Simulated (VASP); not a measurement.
The system is TiO2.

```
Ti O
1.0
    -1.92921    1.92921    4.85060
     1.92921   -1.92921    4.85060
     1.92921    1.92921   -4.85060
Ti O
2 4
Direct
  0.75000 0.25000 0.50000
  0.00000 0.00000 0.00000
  0.79190 0.79190 0.00000
  0.54190 0.04190 0.50000
  0.95810 0.45810 0.50000
  0.20810 0.20810 0.00000
```

Base run:

* Program: VASP 6.6.1
* Functional: RPBE
* Potentials or basis: VASP PAW PBE potentials, release 64 (Ti_sv, O)
* Cutoff: 520 eV
* k mesh: 10 × 10 × 10
* Occupations: fermi-dirac, width 0.05 eV
* Spin: no spin polarisation

Its results: band gap on the k mesh 2.02 eV (least direct gap 2.34 eV); pressure -1.8 GPa; largest force 0.138 eV/Å.

Task: The run is repeated on the same cell with these changes: functional from RPBE to PBE exchange alone. What comes out?

Result: Band gap on the k mesh 2.02 eV (least direct gap 2.34 eV); pressure 9.7 GPa; largest force 0.127 eV/Å.

Caveats: the PAW data sets were made with another functional, which shifts forces and pressure a little (at least some runs); the cell stands under pressure (at least some runs).

A k mesh can miss the band edges.
